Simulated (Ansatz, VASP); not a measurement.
## CaCl: VASP beside Ansatz

```
CELL_PARAMETERS angstrom
3.51506 0.00000 0.00000
0.00000 3.51506 0.00000
0.00000 0.00000 4.23642
ATOMIC_POSITIONS crystal
Ca 0.50000 0.50000 0.50000
Cl 0.00000 0.00000 0.00000
```

Alike in both runs: functional PBE; k mesh 16 × 16 × 12; occupations gaussian, width 0.1 eV; no spin polarisation.

Ansatz relaxed the structure, and its values are those at the end. VASP's run is a single point on that final structure, the one shown.

|  | VASP | Ansatz |
| --- | --- | --- |
| version | VASP 6.6.1 | Ansatz 0.2.0 |
| potentials or method | VASP PAW PBE potentials, release 64 (Ca_sv, Cl), cutoff 520 eV | scalar-relativistic, plane waves, PAW |
| valence electrons in the cell | 17 | 17 |

|  | VASP | Ansatz | Ansatz less VASP |
| --- | --- | --- | --- |
| gap on the k mesh at the Fermi level (eV) | none | none | - |
| pressure (GPa) | 0.0 | 0.0 | -0.04 |

A gap of «none» marks a metal or a gap that the smearing closes.
